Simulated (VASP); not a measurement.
Input of a VASP 6.6.1 run:

The input INCAR:

```
ALGO     = Normal         # electronic algorithm
EDIFF    = 1E-6           # SCF threshold, eV
ENCUT    = 520            # plane-wave cutoff, eV
GGA      = RP             # functional
ISIF     = 2              # what is computed and relaxed
ISMEAR   = -1             # smearing method
LASPH    = True           # aspherical terms in the spheres
LCHARG   = True           # write CHGCAR
LELF     = True           # ELF
LREAL    = False          # projectors in reciprocal space
LVHAR    = True         
LWAVE    = False          # write WAVECAR
NBANDS   = 16             # bands
NELM     = 60             # most SCF steps
PREC     = Accurate       # precision mode
SIGMA    = 0.05           # smearing width, eV
```

Contents of KPOINTS:

```
k-points
0
Gamma
  8 8 8
```

The input POSCAR:

```
CdS
1.0
    0.0000000000      2.9165000000      2.9165000000
    2.9165000000      0.0000000000      2.9165000000
    2.9165000000      2.9165000000      0.0000000000
Cd S
1 1
Direct
    0.0000000000      0.0000000000      0.0000000000
    0.7500000000      0.7500000000      0.7500000000
```

Potentials or basis: VASP PAW PBE potentials, release 64 (Cd, S).

Launch:

```bash
$ cat potpaw_PBE.64/Cd/POTCAR potpaw_PBE.64/S/POTCAR > POTCAR
$ mpirun -np 1 vasp_std > vasp.out
```

Task: Predict the band gap on the k mesh.

Result: 1.33 eV, direct.

Task: Estimate the pressure.

Result: 5.4 GPa.

Caveat: the PAW data sets were made with another functional, which shifts forces and pressure a little.
